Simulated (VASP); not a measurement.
# B in VASP: notebook, part 2 of 2

VASP 6.6.1.

## (3) Single point, PBE

This run uses another cell than the first one, of the same volume but with other edges.

Contents of INCAR:

```
SYSTEM = B
PREC = Accurate
ENCUT = 500
EDIFF = 1E-6
ISMEAR = 0
SIGMA = 0.2
LREAL = .FALSE.
LASPH = .TRUE.
NELM = 120
ALGO = Normal
ISIF = 2
LWAVE = .FALSE.
LCHARG = .FALSE.
GGA = PE
NBANDS = 18
GGA_COMPAT = .FALSE.
```

Contents of KPOINTS:

```
Automatic mesh
0
G
  8 8 4
  0 0 0
```

Contents of POSCAR:

```
B
1.0
   -2.7744666241     -0.3252321207     -0.7204570227
   -0.7109397833     -0.3252067943     -2.8485995640
   -0.6525681661     -5.8621498396     -0.6709475631
B
6
Direct
    0.8396867472      1.1556611813      0.4961690944
    0.1921343761      1.0210753637     -0.0701823711
    0.9050054786      0.7444290797      0.7786975758
    0.0950056467      0.9222139268      0.2213035780
    0.8078465173      0.6456099000      1.0701806186
    1.1603212340      0.5110105482      0.5038315042
```

Potentials or basis: VASP PAW PBE potentials, release 64 (B).

Run with:

```console
$ cat potpaw_PBE.64/B/POTCAR > POTCAR
$ mpirun -np 1 vasp_std > vasp.out
```

OUTCAR:

```text
SYSTEM = B
   PREC = Accurate
   ENCUT = 500
   EDIFF = 1E-6
   ISMEAR = 0
   LREAL = .FALSE.
   LASPH = .TRUE.
   NELM = 120
   ISIF = 2
   GGA = PE

 ion  position               nearest neighbor table
   1  0.840  0.156  0.496-   6 1.66   6 1.71   6 1.72   4 1.77   3 1.81
   2  0.192  0.021  0.930-   4 1.66   5 1.85   5 1.86   3 1.88   3 1.88   5 1.91   3 1.94
   3  0.905  0.744  0.779-   5 1.66   6 1.77   1 1.81   2 1.88   2 1.88   2 1.94
   4  0.095  0.922  0.221-   2 1.66   1 1.77   6 1.81   5 1.88   5 1.88   5 1.94
   5  0.808  0.646  0.070-   3 1.66   2 1.85   2 1.86   4 1.88   4 1.88   2 1.91   4 1.94
   6  0.160  0.511  0.504-   1 1.66   1 1.71   1 1.72   3 1.77   4 1.81

  Warning from LATTYP: Got some problem with cell dimensions!
  Tried to take original basis but could not verify dimensions!
  LATTYP: Found a triclinic cell.
 ALAT       =     2.9539320085
 B/A-ratio  =     0.9766217429
 C/A-ratio  =     2.2504146978
 COS(alpha) =     0.0004441455
 COS(beta)  =     0.4520558087
 COS(gamma) =     0.4847071757

  Lattice vectors:

 A1 = (   0.7109397833,   0.3252067943,   2.8485995640)
 A2 = (   2.7744666241,   0.3252321207,   0.7204570227)
 A3 = (  -1.4109586747,   5.8621245132,   2.7990901044)

Analysis of symmetry for initial positions (statically):
=====================================================================
 Subroutine PRICEL returns:
 Original cell was already a primitive cell.

 Routine SETGRP: Setting up the symmetry group for a
 triclinic supercell.

 Subroutine GETGRP returns: Found  1 space group operations
 (whereof  1 operations were pure point group operations)
 out of a pool of  2 trial point group operations.

The static configuration has the point symmetry C_1 .

Analysis of symmetry for dynamics (positions and initial velocities):
=====================================================================
 Subroutine PRICEL returns:
 Original cell was already a primitive cell.

 Routine SETGRP: Setting up the symmetry group for a
 triclinic supercell.
[... 137 lines left out ...]
   LORBIT       =      0    0 simple, 1 ext, 2 COOP (PROOUT), +10 PAW based schemes
   GGA     = PE    functional components
   LHFCALC =     F    Hartree Fock is set to
   AEXX    =    0.0000 exact exchange contribution
   IVDW    =     0    specifies the selected vdW correction
   LEPSILON=     F    determine dielectric tensor
   LRPA    =     F    only Hartree local field effects (RPA)
 non-spin polarized calculation
 Gauss-broadening in eV      SIGMA  =   0.20
  energy-cutoff  :      500.00
  volume of cell :       42.43
 maximum number of plane-waves:      1092
 NGX is ok and might be reduce to    24

 number of electron      18.0000000 magnetization

 Free energy of the ion-electron system (eV)
  ---------------------------------------------------
  ext. energy  EPLUGINS =         0.00000000
  ---------------------------------------------------
  free energy    TOTEN  =       -38.33281651 eV

  energy without entropy =      -38.30954854  energy(sigma->0) =      -38.32118253

 E-fermi :   6.6532     XC(G=0): -11.8556

 val. band max:        6.6430228385   @ k =   0.1250   0.2500   0.5000
 cond. band min:       6.6728303672   @ k =  -0.1250  -0.1250   0.2500
 fundamental gap:      0.0298075287
 Fermi energy:         6.6532199364

 k-point     1 :       0.0000    0.0000    0.0000
  band No.  band energies     occupation
      1      -9.4758      2.00000
      2      -6.1935      2.00000
      3      -4.9089      2.00000
      4       2.4230      2.00000
      5       4.7282      2.00000
      6       5.0252      2.00000
[... 481 lines left out ...]
      5       0.6411      2.00000
      6       1.7585      2.00000
[... 10 lines left out ...]
     17      16.8442      0.00000
     18      17.8322      0.00000

 [... further k-points ...]

------------------------ aborting loop because EDIFF is reached ----------------------------------------

  FORCE on cell =-STRESS in cart. coord.  units (eV):
  Direction    XX          YY          ZZ          XY          YZ          ZX
  --------------------------------------------------------------------------------------
  -------------------------------------------------------------------------------------
  Total        0.0032504      0.0177338      0.0356524      0.0018747     -0.0024651      0.0007936
  in kB        0.1227483      0.6696985      1.3463751      0.0707962     -0.0930935      0.0299707
  external PRESSURE =       0.7129406 kB  Pullay stress =       0.0000000 kB

 VOLUME and BASIS-vectors are now :
 -----------------------------------------------------------------------------
  energy-cutoff  :      500.00
  volume of cell :       42.43
      direct lattice vectors                 reciprocal lattice vectors
    -2.774466624 -0.325232121 -0.720457023    -0.388457457  0.032572008  0.093230802
    -0.710939783 -0.325206794 -2.848599564     0.094404547  0.032795272 -0.378354756
    -0.652568166 -5.862149840 -0.670947563     0.016314466 -0.174212317  0.015817045

 POSITION                                       TOTAL-FORCE (eV/Angst)
 -----------------------------------------------------------------------------------
     -2.76413     -3.23233     -1.38128        -0.005102      0.000815     -0.004620
     -1.15482     -5.52007     -0.82232         0.005445      0.003922     -0.003836
     -3.54830     -5.10127     -3.29506        -0.005285      0.015163      0.001211
     -1.06364     -1.62812     -2.84395         0.005478     -0.015037     -0.001637
     -2.74613     -0.88410     -2.46819        -0.005667     -0.004088      0.004162
     -1.13689     -3.17186     -1.90921         0.005130     -0.000775      0.004721
 -----------------------------------------------------------------------------------
    total drift:                                0.000000      0.000003      0.000000

  FREE ENERGIE OF THE ION-ELECTRON SYSTEM (eV)
  ---------------------------------------------------
  free  energy   TOTEN  =       -38.3328165097 eV

  energy  without entropy=      -38.3095485446  energy(sigma->0) =      -38.32118253
```

OSZICAR:

```text
N       E                     dE             d eps       ncg     rms          rms(c)
DAV:   1     0.201465000069E+02    0.20147E+02   -0.79202E+03  4752   0.880E+02
DAV:   2    -0.382137846669E+02   -0.58360E+02   -0.55023E+02  6332   0.173E+02
DAV:   3    -0.398390230119E+02   -0.16252E+01   -0.16042E+01  6232   0.242E+01
DAV:   4    -0.398454517037E+02   -0.64287E-02   -0.64211E-02  6194   0.155E+00
DAV:   5    -0.398454843611E+02   -0.32657E-04   -0.32650E-04  6110   0.104E-01    0.726E+00
DAV:   6    -0.386310025014E+02    0.12145E+01   -0.93955E-01  6000   0.722E+00    0.398E+00
DAV:   7    -0.383641076000E+02    0.26689E+00   -0.44007E-01  5504   0.400E+00    0.174E+00
DAV:   8    -0.383327962703E+02    0.31311E-01   -0.85217E-02  6184   0.172E+00    0.417E-01
DAV:   9    -0.383327321943E+02    0.64076E-04   -0.36116E-03  5884   0.408E-01    0.114E-01
DAV:  10    -0.383327989657E+02   -0.66771E-04   -0.47916E-04  5886   0.145E-01    0.228E-02
DAV:  11    -0.383328128332E+02   -0.13868E-04   -0.38174E-05  5890   0.407E-02    0.855E-03
DAV:  12    -0.383328163486E+02   -0.35154E-05   -0.50491E-06  5626   0.154E-02    0.183E-03
DAV:  13    -0.383328165097E+02   -0.16110E-06   -0.19159E-07  2940   0.332E-03
   1 F= -.38332817E+02 E0= -.38321183E+02  d E =-.232680E-01
```

stdout:

```text
POSCAR found type information on POSCAR B
 POSCAR found :  1 types and       6 ions
 scaLAPACK will be used
 LDA part: xc-table for (Slater+PW92), standard interpolation
 POSCAR, INCAR and KPOINTS ok, starting setup
 FFT: planning ... GRIDC
 FFT: planning ... GRID_SOFT
 FFT: planning ... GRID
 WAVECAR not read
 entering main loop
```

Wall time 2.1 min (1 thread of Intel Xeon 8259CL, shared host); peak memory 0.2 GiB.

Results:

| Quantity | Value |
| --- | --- |
| Free energy | -38.3328 eV |
| Pressure | 0.1 GPa |
| Largest force | 0.016 eV/Å |
| Band gap on the k mesh | zero (bands 9 and 10 overlap by 3.77 eV) |

Forces in eV/Å, atoms in the order of the input:
```
B   -0.005  0.001 -0.005
B    0.005  0.004 -0.004
B   -0.005  0.015  0.001
B    0.005 -0.015 -0.002
B   -0.006 -0.004  0.004
B    0.005 -0.001  0.005
```

Stress tensor (GPa, compression positive):
```
 0.01  0.01  0.00
 0.01  0.07 -0.01
 0.00 -0.01  0.13
```

## (4) Single point, PBE

Contents of INCAR:

```
SYSTEM = B
ALGO = Normal ; EDIFF = 1E-6
ENCUT = 500 ; GGA = PE
GGA_COMPAT = .False. ; ISIF = 2
ISMEAR = 0 ; LASPH = .True.
LCHARG = .True. ; LELF = .True.
LREAL = .False. ; LVHAR = .True.
LWAVE = .False. ; NBANDS = 18
NELM = 120 ; PREC = Accurate
SIGMA = 0.1
```

Contents of KPOINTS:

```
k-points
0
Gamma
  16 16 8
  0 0 0
```

Contents of POSCAR:

```
B
1.0
    2.5793024974     -1.4461489217      0.0011134880
    2.5793024974      1.4461489217      0.0011134880
   -1.7281094624      0.0000000000      5.6872622040
B
6
Direct
    0.8401956553      0.8401956553      0.0039520180
    0.1916650270      0.1916650270      0.5699118942
    0.9051474532      0.9051474532      0.7216303804
    0.0948525468      0.0948525468      0.2783696196
    0.8083349730      0.8083349730      0.4300881058
    0.1598043447      0.1598043447      0.9960479820
```

Potentials or basis: VASP PAW PBE potentials, release 64 (B).

Run with:

```console
$ cat potpaw_PBE.64/B/POTCAR > POTCAR
$ mpirun -np 1 vasp_std > vasp.out
```

OUTCAR:

```text
SYSTEM = B
   EDIFF = 1E-6
   ENCUT = 500
   GGA = PE
   ISIF = 2
   ISMEAR = 0
   LASPH = .True.
   LREAL = .False.
   NELM = 120
   PREC = Accurate

 ion  position               nearest neighbor table
   1  0.840  0.840  0.004-   6 1.66   6 1.71   6 1.71   4 1.77   3 1.80
   2  0.192  0.192  0.570-   4 1.66   5 1.85   5 1.85   3 1.88   3 1.88   5 1.91   3 1.94
   3  0.905  0.905  0.722-   5 1.66   6 1.77   1 1.80   2 1.88   2 1.88   2 1.94
   4  0.095  0.095  0.278-   2 1.66   1 1.77   6 1.80   5 1.88   5 1.88   5 1.94
   5  0.808  0.808  0.430-   3 1.66   2 1.85   2 1.85   4 1.88   4 1.88   2 1.91   4 1.94
[... 715 lines left out ...]
  -------------------------------------------------------------------------------------
  Total        0.0066932      0.0018276      0.0328689      0.0000000      0.0000000      0.0025101
  in kB        0.2527207      0.0690041      1.2410521      0.0000000      0.0000000      0.0947755
  external PRESSURE =       0.5209256 kB  Pullay stress =       0.0000000 kB

 VOLUME and BASIS-vectors are now :
 -----------------------------------------------------------------------------
  energy-cutoff  :      500.00
  volume of cell :       42.43
      direct lattice vectors                 reciprocal lattice vectors
     2.579302497 -1.446148922  0.001113488     0.193825432 -0.345745858  0.058895045
     2.579302497  1.446148922  0.001113488     0.193825432  0.345745858  0.058895045
    -1.728109462  0.000000000  5.687262204    -0.000075897  0.000000000  0.175808466

 POSITION                                       TOTAL-FORCE (eV/Angst)
 -----------------------------------------------------------------------------------
      4.32741      0.00000      0.02435        -0.002721      0.000000     -0.000377
      0.00385      0.00000      3.24167        -0.000683      0.000000      0.009679
      3.42224      0.00000      4.10612         0.000988      0.000000      0.014122
      0.00825      0.00000      1.58337        -0.000988      0.000000     -0.014122
      3.42664      0.00000      2.44782         0.000683      0.000000     -0.009679
     -0.89691      0.00000      5.66514         0.002721      0.000000      0.000377
 -----------------------------------------------------------------------------------
    total drift:                                0.000000      0.000000      0.000000

  FREE ENERGIE OF THE ION-ELECTRON SYSTEM (eV)
  ---------------------------------------------------
  free  energy   TOTEN  =       -38.3318420879 eV

  energy  without entropy=      -38.3268753585  energy(sigma->0) =      -38.32935872
```

It took 8 min on 1 thread of Intel Xeon 8259CL, shared host; peak memory 0.38 GiB.

Results:

| Quantity | Value |
| --- | --- |
| Free energy | -38.3318 eV |
| Pressure | 0.1 GPa |
| Largest force | 0.014 eV/Å |
| Band gap on the k mesh | zero (bands 9 and 10 overlap by 3.80 eV) |

Forces on the atoms (eV/Å):
```
B   -0.003  0.000  0.000
B   -0.001  0.000  0.010
B    0.001  0.000  0.014
B   -0.001  0.000 -0.014
B    0.001  0.000 -0.010
B    0.003  0.000  0.000
```

## (5) Overview

```tsv
cell	k mesh	smearing	gap on the mesh (eV)	pressure (GPa)	largest force (eV/Å)
a = 2.959, b = 2.959, c = 5.950 Å, angles 104.7, 104.7, 58.3°, 6 atoms, atomic positions A	8 × 8 × 4	gaussian 0.1 eV	none	0.0	0.31
a = 2.885, b = 2.954, c = 5.936 Å, angles 75.9, 75.8, 61.0°, 6 atoms, atomic positions B	8 × 8 × 4	gaussian 0.2 eV	none	0.1	0.02
a = 2.957, b = 2.957, c = 5.944 Å, angles 104.7, 104.7, 58.6°, 6 atoms, atomic positions A	16 × 16 × 8	gaussian 0.1 eV	none	0.1	0.01
```

Alike in all rows: task single point; level PBE; potentials or basis VASP PAW PBE potentials, release 64 (B); no spin polarisation; cutoff (eV) 500.

Absolute energies hang on the potentials; compare differences alone.
